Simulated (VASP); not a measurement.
# Zn: relaxation of cell and atoms with PBE

The system is Zn.

```xyz
1
Lattice="0.0000 1.5574 1.5574 1.5574 0.0000 1.5574 1.5574 1.5574 0.0000" Properties=species:S:1:pos:R:3 pbc="T T T"
Zn    0.0000    0.0000    0.0000
```

| Quantity | Value |
| --- | --- |
| Program | VASP 6.6.1 |
| Task | relaxation of cell and atoms |
| Functional | PBE |
| Potentials or basis | VASP PAW PBE potentials, release 64 (Zn) |
| Cutoff | 600 eV |
| k mesh | 21 × 21 × 21 |
| Occupations | fermi-dirac, width 0.1 eV |
| Spin | no spin polarisation |
| Target pressure | 280 GPa |
| Dipole correction | no |
| Further INCAR settings | ALGO = Normal; EDIFF = 1e-07; IBRION = 2; EDIFFG = -0.005; NSW = 60; ISIF = 3 |

- Relaxed volume: 7.62 Å³/atom
- Relaxed cell: a = 2.209 Å, b = 2.209 Å, c = 2.209 Å, α = 60.00°, β = 60.00°, γ = 60.00°
- Space group after relaxing (to 0.05 Å): Fm-3m (No. 225)
- Energy change on relaxing (the enthalpy is what falls): -118.3 meV/atom
- Ionic steps: 4
- Pressure after relaxing: 280.0 GPa
- Band gap on the k mesh: zero (band 6 reaches 12.50 eV, above the bottom of band 7 at 10.88 eV)

Step by step:
| step | energy change (eV) | largest force (eV/Å) | pressure (GPa) | volume (Å³) |
| --- | --- | --- | --- | --- |
| 1 | 0.0000 | 0.0000 | 289.82 | 7.55 |
| 2 | -0.8213 | 0.0000 | 222.14 | 8.07 |
| 3 | -0.1212 | 0.0000 | 279.76 | 7.62 |
| 4 | -0.1183 | 0.0000 | 279.99 | 7.62 |

Final structure:
```
CELL_PARAMETERS angstrom
0.00000 1.56194 1.56194
1.56194 0.00000 1.56194
1.56194 1.56194 0.00000
ATOMIC_POSITIONS crystal
Zn 0.00000 0.00000 0.00000
```

Levels at points of the mesh, in eV from the Fermi level:
```csv
k point,band 2,band 3,band 4,band 5,band 6,band 7,band 8,band 9,band 10
"(0.00, 0.00, 0.00)",-11.87,-11.87,-11.87,-10.57,-10.57,23.32,28.27,28.27,28.27
```

Wall time 53 s on 1 thread of Intel Xeon 6975P-C, on a shared host, peak memory 0.15 GiB.

Caveat: the cell is relaxed towards a set pressure, so the enthalpy falls and the energy may rise.
